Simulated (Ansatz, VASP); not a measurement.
**SrO in VASP and in Ansatz**

File INCAR:

```
SYSTEM = SrO
ALGO = Normal ; EDIFF = 1E-6
ENCUT = 520 ; GGA = CA
ISIF = 2 ; ISMEAR = 0
LASPH = .True. ; LCHARG = .False.
LREAL = .False. ; LWAVE = .False.
NBANDS = 24 ; NELM = 60
PREC = Accurate ; SIGMA = 0.05
```

Contents of KPOINTS:

```
k-points
0
Gamma
  9 9 6
  0 0 0
```

POSCAR

```
SrO
1.0
    4.6175035668      0.0000000000      0.0000000000
   -2.3087517834      3.9988753909      0.0000000000
    0.0000000000      0.0000000000      4.7431473908
Sr O
2 2
Direct
    0.3333333333      0.6666666667      0.9381277000
    0.6666666667      0.3333333333      0.4381277000
    0.3333333333      0.6666666667      0.4368723000
    0.6666666667      0.3333333333      0.9368723000
```

Input for Ansatz:

```yaml
crystal:
  lattice:
    - [4.6175035668, 0.0, 0.0]
    - [-2.3087517834, 3.9988753909, 0.0]
    - [0.0, 0.0, 4.7431473908]
  atoms:
    - { symbol: Sr, position: [0.3333333333, 0.6666666667, 0.9381277] }
    - { symbol: Sr, position: [0.6666666667, 0.3333333333, 0.4381277] }
    - { symbol: O, position: [0.3333333333, 0.6666666667, 0.4368723] }
    - { symbol: O, position: [0.6666666667, 0.3333333333, 0.9368723] }
basis:
  ecutwfc: 420
kpoints:
  mp_grid: { grid: [9, 9, 6] }
hamiltonian:
  xc: lda
scf:
  occupations: { method: gaussian, width: 0.05 }
output:
  forces: true
  stress: true
  eigenvalues: true
```

Change from the starting cell: strain +0.080 along x and y, -0.080 along z, atoms carried along.

Alike in both runs: task single point; functional LDA; k mesh 9 × 9 × 6; occupations gaussian, width 0.05 eV; no spin polarisation.

```csv
,VASP,Ansatz
version,VASP 6.6.1,Ansatz 0.2.0
potentials or method,"VASP PAW LDA potentials, release 64 (Sr_sv, O), cutoff 520 eV","scalar-relativistic, plane waves, PAW"
valence electrons in the cell,32,32
```

|  | VASP | Ansatz | Ansatz less VASP |
| --- | --- | --- | --- |
| gap on the k mesh at the Fermi level (eV) | 1.53 | 1.56 | +0.030 |
| least direct gap on the mesh (eV) | 1.53 | 1.56 | +0.030 |
| pressure (GPa) | -3.3 | -3.9 | -0.57 |
| traceless stress, the component that is largest in VASP (GPa) | 10.39 | 9.59 | -0.792 |
| rms of the force components (eV/Å) | 0.027 | 0.025 | -0.0019 |

LDA's correlation is that of Perdew and Zunger in VASP and of Perdew and Wang (1992) in Ansatz. Atom by atom the forces differ by 0.002 eV/Å (rms over components).
